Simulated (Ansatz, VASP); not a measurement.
**Cd: VASP beside Ansatz**

Contents of INCAR:

```
SYSTEM = Cd
  ALGO = Normal
  EDIFF = 1E-6
  ENCUT = 520
  GGA = PS
  ISIF = 2
  ISMEAR = -1
  LASPH = .TRUE.
  LCHARG = .FALSE.
  LREAL = .FALSE.
  LWAVE = .FALSE.
  NBANDS = 12
  NELM = 80
  PREC = Accurate
  SIGMA = 0.08
```

File KPOINTS:

```
k-points
0
G
  17 17 17
  0 0 0
```

Contents of POSCAR:

```
Cd
1.0
    0.0000000000      1.8247868319      1.8247868319
    1.8247868319      0.0000000000      1.8247868319
    1.8247868319      1.8247868319      0.0000000000
Cd
1
Direct
    0.0000000000      0.0000000000      0.0000000000
```

Input for Ansatz:

```yaml
crystal:
  lattice:
    - [0.0, 1.8247868319, 1.8247868319]
    - [1.8247868319, 0.0, 1.8247868319]
    - [1.8247868319, 1.8247868319, 0.0]
  atoms:
    - { symbol: Cd, position: [0.0, 0.0, 0.0] }
kpoints:
  mp_grid: { grid: [17, 17, 17] }
scf:
  occupations: { method: fermi_dirac, width: 0.08 }
hamiltonian:
  xc: pbesol
  pseudopotentials: { kind: paw }
output:
  forces: true
  stress: true
  eigenvalues: true
  populations: true
  write_density: true
  write_potential: true
  elf: true
  volumetric_format: npy
```

Change from the starting cell: volume scaled by 0.58, PAW files.

Alike in both runs: task single point; functional PBEsol; k mesh 17 × 17 × 17; occupations fermi-dirac, width 0.08 eV; no spin polarisation.

|  | VASP | Ansatz |
| --- | --- | --- |
| version | VASP 6.6.1 | Ansatz 0.2.0 |
| potentials or method | VASP PAW PBE potentials, release 64 (Cd) | PAW with Ansatz's default frozen-core files, scalar-relativistic |
| plane-wave cutoff (eV) | 520 | 420 |
| valence electrons in the cell | 12 | 20 |

Ansatz gave:

* pressure (GPa): 145.1

Task: Estimate VASP's values.

Result: Pressure (GPa): 151.2.

VASP's potentials were made for PBE, not for PBEsol. Both programs put the cell under a high pressure, so it lies far from rest at this level. VASP's potentials hold 12 valence electrons a cell and Ansatz's 20, so a difference there can come from the potentials and not from the codes.

Noted on VASP's run: the cell as given lies far from equilibrium.
